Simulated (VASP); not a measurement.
# TaAs (I4_1md) in VASP: single point with r2SCAN

Aim: the single point of TaAs with r2SCAN.

Program: VASP 6.6.1. These are calculated values, not measurements. Logs are shortened: lines on timing, memory, paths and dates and some standing lists are left out, and cuts for length are marked.

### Step 1. The cell of the first run

The structure is tetragonal, space group I4_1md (No. 109). Conventional cell: a = 3.444 Å, b = 3.444 Å, c = 11.736 Å, α = 90.00°, β = 90.00°, γ = 90.00°. Ta (site symmetry 2mm) has 6 As at 2.61 to 2.62 Å within 3.4 Å. As (site symmetry 2mm) has 6 Ta at 2.61 to 2.62 Å within 3.4 Å.

### Step 2. Single point, r2SCAN

Contents of POSCAR:

```
TaAs
1.0
   -1.7218133622      1.7218133622      5.8679415361
    1.7218133622     -1.7218133622      5.8679415361
    1.7218133622      1.7218133622     -5.8679415361
Ta As
2 2
Direct
    0.4999673000      0.9999673000      0.5000000000
    0.7499673000      0.7499673000      0.0000000000
    0.0826321200      0.5826321200      0.5000000000
    0.3326321200      0.3326321200      0.0000000000
```

Contents of INCAR.step1:

```
PREC     = Accurate       # precision mode
ENCUT    = 520            # plane-wave cutoff, eV
ISMEAR   = 0              # smearing method
SIGMA    = 0.1            # smearing width, eV
LREAL    = False          # projectors in reciprocal space
LASPH    = True           # aspherical terms in the spheres
NELM     = 60             # most SCF steps
NBANDS   = 24             # bands
GGA      = PE             # functional
ALGO     = Normal         # electronic algorithm
EDIFF    = 1E-4           # SCF threshold, eV
LWAVE    = True           # write WAVECAR
LCHARG   = False          # write CHGCAR
```

Contents of INCAR.step2:

```
PREC     = Accurate       # precision mode
ENCUT    = 520            # plane-wave cutoff, eV
EDIFF    = 1E-6           # SCF threshold, eV
ISMEAR   = 0              # smearing method
SIGMA    = 0.1            # smearing width, eV
LREAL    = False          # projectors in reciprocal space
LASPH    = True           # aspherical terms in the spheres
NELM     = 60             # most SCF steps
ALGO     = Normal         # electronic algorithm
ISIF     = 2              # what is computed and relaxed
LWAVE    = False          # write WAVECAR
LCHARG   = False          # write CHGCAR
METAGGA  = R2SCAN         # meta-GGA
LMIXTAU  = True         
NBANDS   = 24             # bands
ISTART   = 1
```

Contents of KPOINTS:

```
Automatic mesh
0
Gamma
  8 8 8
```

Potentials or basis: VASP PAW PBE potentials, release 64 (Ta_pv, As).

On the command line:

```console
$ cat potpaw_PBE.64/Ta_pv/POTCAR potpaw_PBE.64/As/POTCAR > POTCAR
$ cp INCAR.step1 INCAR
$ mpirun -np 1 vasp_std > vasp.out
$ cp INCAR.step2 INCAR
$ mpirun -np 1 vasp_std > vasp.out
```

OUTCAR:

```text
PREC = Accurate
   ENCUT = 520
   EDIFF = 1E-6
   ISMEAR = 0
   LREAL = False
   LASPH = True
   NELM = 60
   ISIF = 2
   METAGGA = R2SCAN
   ISTART = 1

 ion  position               nearest neighbor table
   1  0.500  1.000  0.500-   4 2.61   4 2.61   3 2.62   3 2.62   3 2.62   3 2.62   2 3.40   2 3.40
                             2 3.40   2 3.40
   2  0.750  0.750  0.000-   3 2.61   3 2.61   4 2.62   4 2.62   4 2.62   4 2.62   1 3.40   1 3.40
                             1 3.40   1 3.40
   3  0.083  0.583  0.500-   2 2.61   2 2.61   1 2.62   1 2.62   1 2.62   1 2.62
   4  0.333  0.333  0.000-   1 2.61   1 2.61   2 2.62   2 2.62   2 2.62   2 2.62

  LATTYP: Found a body centered tetragonal cell.
 ALAT       =     3.4436267244
 C/A-ratio  =     3.4080009279

  Lattice vectors:

 A1 = (  -1.7218133622,   1.7218133622,   5.8679415361)
 A2 = (   1.7218133622,  -1.7218133622,   5.8679415361)
 A3 = (   1.7218133622,   1.7218133622,  -5.8679415361)

Analysis of symmetry for initial positions (statically):
=====================================================================
 Subroutine PRICEL returns:
 Original cell was already a primitive cell.

 Routine SETGRP: Setting up the symmetry group for a
 body centered tetragonal supercell.

 Subroutine GETGRP returns: Found  8 space group operations
 (whereof  4 operations were pure point group operations)
 out of a pool of 16 trial point group operations.

The static configuration has the point symmetry C_2v.
 The point group associated with its full space group is C_4v.

Analysis of symmetry for dynamics (positions and initial velocities):
=====================================================================
 Subroutine PRICEL returns:
 Original cell was already a primitive cell.

 Routine SETGRP: Setting up the symmetry group for a
 body centered tetragonal supercell.

 Subroutine GETGRP returns: Found  8 space group operations
 (whereof  4 operations were pure point group operations)
 out of a pool of 16 trial point group operations.

The dynamic configuration has the point symmetry C_2v.
 The point group associated with its full space group is C_4v.

 Subroutine INISYM returns: Found  8 space group operations
 (whereof  4 operations are pure point group operations),
 and found     1 'primitive' translations

----------------------------------------------------------------------------------------

                                     Primitive cell

  volume of cell :      69.5854

  direct lattice vectors                    reciprocal lattice vectors
    -1.721813362  1.721813362  5.867941536     0.000000000  0.290391520  0.085208756
     1.721813362 -1.721813362  5.867941536     0.290391520  0.000000000  0.085208756
     1.721813362  1.721813362 -5.867941536     0.290391520  0.290391520  0.000000000

  length of vectors
     6.353111079  6.353111079  6.353111079     0.302634709  0.302634709  0.410675626

  position of ions in fractional coordinates (direct lattice)
     0.499967300  0.999967300  0.500000000
     0.749967300  0.749967300  0.000000000
     0.082632120  0.582632120  0.500000000
     0.332632120  0.332632120  0.000000000

  ion indices of the primitive-cell ions
   primitive index   ion index
                 1           1
                 2           2
                 3           3
                 4           4

----------------------------------------------------------------------------------------

 KPOINTS: Automatic mesh

Automatic generation of k-mesh.
 Grid dimensions read from file:
 generate k-points for:    8    8    8

 Generating k-lattice:

  Cartesian coordinates                     Fractional coordinates (reciprocal lattice)
     0.000000000  0.036298940  0.010651095     0.125000000  0.000000000  0.000000000
     0.036298940  0.000000000  0.010651095     0.000000000  0.125000000  0.000000000
     0.036298940  0.036298940  0.000000000     0.000000000  0.000000000  0.125000000

  Length of vectors
     0.037829339  0.037829339  0.051334453

  Shift w.r.t. Gamma in fractional coordinates (k-lattice)
     0.000000000  0.000000000  0.000000000

 Subroutine IBZKPT returns following result:
 ===========================================

 Found     59 irreducible k-points:

 Following reciprocal coordinates:
            Coordinates               Weight
  0.000000  0.000000  0.000000      1.000000
  0.125000  0.000000 -0.000000      8.000000
  0.250000  0.000000 -0.000000      8.000000
  0.375000  0.000000  0.000000      8.000000
  0.500000  0.000000 -0.000000      4.000000
  0.125000  0.125000 -0.000000      8.000000
[... 16 lines left out ...]
  0.250000  0.125000  0.125000     16.000000
  0.375000  0.125000  0.125000      8.000000
 [... further k-points ...]
   k-points           NKPTS =     59   k-points in BZ     NKDIM =     59   number of bands    NBANDS=     24
   number of dos      NEDOS =    301   number of ions     NIONS =      4
   total plane-waves  NPLWV = 110592
   dimension x,y,z NGX =    48 NGY =   48 NGZ =   48
   dimension x,y,z NGXF=    96 NGYF=   96 NGZF=   96
   ions per type =               2   2
   NGX,Y,Z   is equivalent  to a cutoff of  12.56, 12.56, 12.56 a.u.
   NGXF,Y,Z  is equivalent  to a cutoff of  25.12, 25.12, 25.12 a.u.
 SYSTEM =  unknown system
   PREC   = accura    normal or accurate (medium, high low for compatibility)
   ISTART =      1    job   : 0-new  1-cont  2-samecut
   ICHARG =      0    charge: 1-file 2-atom 10-const
   ISPIN  =      1    spin polarized calculation?
   LNONCOLLINEAR =      F non collinear calculations
   LSORBIT =      F    spin-orbit coupling
   LASPH  =      T    aspherical Exc in radial PAW
   ENCUT  =  520.0 eV  38.22 Ry    6.18 a.u.  11.81 11.81 11.81*2*pi/ulx,y,z
   NELM   =     60;   NELMIN=  2; NELMDL=  0     # of ELM steps
   EDIFF  = 0.1E-05   stopping-criterion for ELM
   LREAL  =      F    real-space projection
   EDIFFG = 0.1E-04   stopping-criterion for IOM
   NSW    =      0    number of steps for IOM
   IBRION =     -1    ionic relax: 0-MD 1-quasi-New 2-CG
   NFREE  =      0    steps in history (QN), initial steepest desc. (CG)
   ISIF   =      2    stress and relaxation
   ISYM   =      2    0-nonsym 1-usesym 2-fastsym
   POTIM  = 0.5000    time-step for ionic-motion
   TEBEG  =    0.0;   TEEND  =   0.0 temperature during run
   PSTRESS=    0.0 pullay stress
   NELECT =      32.0000    total number of electrons
   NUPDOWN=      -1.0000    fix difference up-down
   EMIN   =  10.00;   EMAX   =-10.00  energy-range for DOS
   EFERMI =   0.00;   METHOD = LEGACY
   ISMEAR =     0;   SIGMA  =   0.10  broadening in eV -4-tet -1-fermi 0-gaus
   EFERMI_NEDOS =   21; number of points for ismear=-14 and -15
   IALGO  =     38    algorithm
   IMIX   =      4    mixing-type and parameters
     AMIX     =   0.40;   BMIX     =  1.00
     AMIX_MAG =   1.60;   BMIX_MAG =  1.00
  volume/ion in A,a.u.               =      17.40       117.40
  Fermi-wavevector in a.u.,A,eV,Ry     =   1.263627  2.387909 21.725142  1.596753
  Thomas-Fermi vector in A             =   2.396974
   LORBIT       =      0    0 simple, 1 ext, 2 COOP (PROOUT), +10 PAW based schemes
   METAGGA = R2SCAN    functional components
   LHFCALC =     F    Hartree Fock is set to
   AEXX    =    0.0000 exact exchange contribution
   IVDW    =     0    specifies the selected vdW correction
   LEPSILON=     F    determine dielectric tensor
   LRPA    =     F    only Hartree local field effects (RPA)
 non-spin polarized calculation
 Gauss-broadening in eV      SIGMA  =   0.10
  energy-cutoff  :      520.00
  volume of cell :       69.59
 maximum number of plane-waves:      1890
   NGX = 23   NGY = 23   NGZ = 23

 number of electron      32.0000002 magnetization

 Free energy of the ion-electron system (eV)
  ---------------------------------------------------
  ext. energy  EPLUGINS =         0.00000000
  ---------------------------------------------------
  free energy    TOTEN  =      -129.07401613 eV

  energy without entropy =     -129.06928236  energy(sigma->0) =     -129.07164924

 E-fermi :   6.9499     XC(G=0): -12.7292

 val. band max:        6.9466421604   @ k =  -0.2500   0.2500   0.2500
 cond. band min:       6.9562389953   @ k =  -0.1250   0.5000   0.1250
 fundamental gap:      0.0095968348
 Fermi energy:         6.9498689039

 k-point     1 :       0.0000    0.0000    0.0000
  band No.  band energies     occupation
      1     -29.3892      2.00000
      2     -29.3372      2.00000
      3     -29.3372      2.00000
      4     -29.1889      2.00000
      5     -29.1889      2.00000
      6     -29.1364      2.00000
[... 16 lines left out ...]
     23      11.1913      0.00000
     24      11.1913      0.00000

 k-point     2 :       0.1250    0.0000   -0.0000
  band No.  band energies     occupation
      1     -29.3851      2.00000
      2     -29.3573      2.00000
      3     -29.3349      2.00000
      4     -29.2131      2.00000
      5     -29.1860      2.00000
      6     -29.1390      2.00000
[... 16 lines left out ...]
     23      11.0962      0.00000
     24      11.8936      0.00000

 k-point     3 :       0.2500    0.0000   -0.0000
  band No.  band energies     occupation
      1     -29.4313      2.00000
      2     -29.3490      2.00000
      3     -29.3292      2.00000
      4     -29.2668      2.00000
      5     -29.1792      2.00000
      6     -29.1499      2.00000
[... 16 lines left out ...]
     23      11.6625      0.00000
     24      13.1455      0.00000
[... 514 lines left out ...]
 k-point    23 :       0.2500    0.1250    0.1250
  band No.  band energies     occupation
      1     -29.4783      2.00000
      2     -29.4113      2.00000
      3     -29.3250      2.00000
      4     -29.2815      2.00000
      5     -29.2417      2.00000
      6     -29.1671      2.00000
[... 16 lines left out ...]
     23      11.7819      0.00000
     24      12.7623      0.00000

 k-point    24 :       0.3750    0.1250    0.1250
  band No.  band energies     occupation
      1     -29.5027      2.00000
      2     -29.4083      2.00000
      3     -29.3426      2.00000
      4     -29.2722      2.00000
      5     -29.2360      2.00000
      6     -29.1768      2.00000
[... 16 lines left out ...]
     23      11.7814      0.00000
     24      12.3664      0.00000

 [... further k-points ...]

------------------------ aborting loop because EDIFF is reached ----------------------------------------

  FORCE on cell =-STRESS in cart. coord.  units (eV):
  Direction    XX          YY          ZZ          XY          YZ          ZX
  --------------------------------------------------------------------------------------
  -------------------------------------------------------------------------------------
  Total       -0.0122537     -0.0122537      0.0697033      0.0000000      0.0000000      0.0000000
  in kB       -0.2821362     -0.2821362      1.6048926      0.0000000      0.0000000      0.0000000
  external PRESSURE =       0.3468734 kB  Pullay stress =       0.0000000 kB

 VOLUME and BASIS-vectors are now :
 -----------------------------------------------------------------------------
  energy-cutoff  :      520.00
  volume of cell :       69.59
      direct lattice vectors                 reciprocal lattice vectors
    -1.721813362  1.721813362  5.867941536     0.000000000  0.290391520  0.085208756
     1.721813362 -1.721813362  5.867941536     0.290391520  0.000000000  0.085208756
     1.721813362  1.721813362 -5.867941536     0.290391520  0.290391520  0.000000000

 POSITION                                       TOTAL-FORCE (eV/Angst)
 -----------------------------------------------------------------------------------
      1.72181     -0.00000      5.86756        -0.000000     -0.000000      0.005947
      0.00000      0.00000      8.80153        -0.000000     -0.000000      0.005947
      1.72181      0.00000      0.96976         0.000000      0.000000     -0.005947
      0.00000      0.00000      3.90373         0.000000      0.000000     -0.005947
 -----------------------------------------------------------------------------------
    total drift:                               -0.000001     -0.000001      0.000246

  FREE ENERGIE OF THE ION-ELECTRON SYSTEM (eV)
  ---------------------------------------------------
  free  energy   TOTEN  =      -129.0740161280 eV

  energy  without entropy=     -129.0692823598  energy(sigma->0) =     -129.07164924
```

Run time: 22 min. Hardware: 1 thread of AMD EPYC 7R13, shared host; peak memory 0.38 GiB.

Results:

- Free energy: -129.0740 eV
- Pressure: 0.0 GPa
- Largest force: 0.006 eV/Å
- Band gap on the k mesh: zero (band 16 reaches 7.00 eV, above the bottom of band 17 at 6.95 eV)

Forces on the atoms (eV/Å):
```
Ta   0.000  0.000  0.006
Ta   0.000  0.000  0.006
As   0.000  0.000 -0.006
As   0.000  0.000 -0.006
```

Caveat: the PAW data sets were made with another functional, which shifts forces and pressure a little; spin-orbit coupling is left out, which moves the levels of the heavy elements.
